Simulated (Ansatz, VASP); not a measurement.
# One calculation of La, two programs

```xyz
2
Lattice="3.6600 0.0000 0.0000 -1.8300 3.1697 0.0000 0.0000 0.0000 5.9791" Properties=species:S:1:pos:R:3 pbc="T T T"
La    0.0000    2.1131    1.4948
La    1.8300    1.0566    4.4843
```

Alike in both runs: task single point; functional PBEsol; k mesh 11 × 11 × 6; occupations fermi-dirac, width 0.1 eV; no spin polarisation.

```csv
,VASP,Ansatz
version,VASP 6.6.1,Ansatz 0.2.0
potentials or method,"VASP PAW PBE potentials, release 64 (La), cutoff 520 eV","plane waves (420 eV) with PAW, scalar-relativistic"
valence electrons in the cell,22,22
```

```csv
,VASP,Ansatz,Ansatz less VASP
pressure (GPa),0.0,-0.1,-0.06
"traceless stress, the component that is largest in VASP (GPa)",-0.08,-0.09,-0.014
```

VASP's potentials were made for PBE, not for PBEsol, and Ansatz warns of the same on its side. With one functional, cell and mesh, what is left measures potentials, basis and numerics.

Spin-orbit coupling is off throughout.
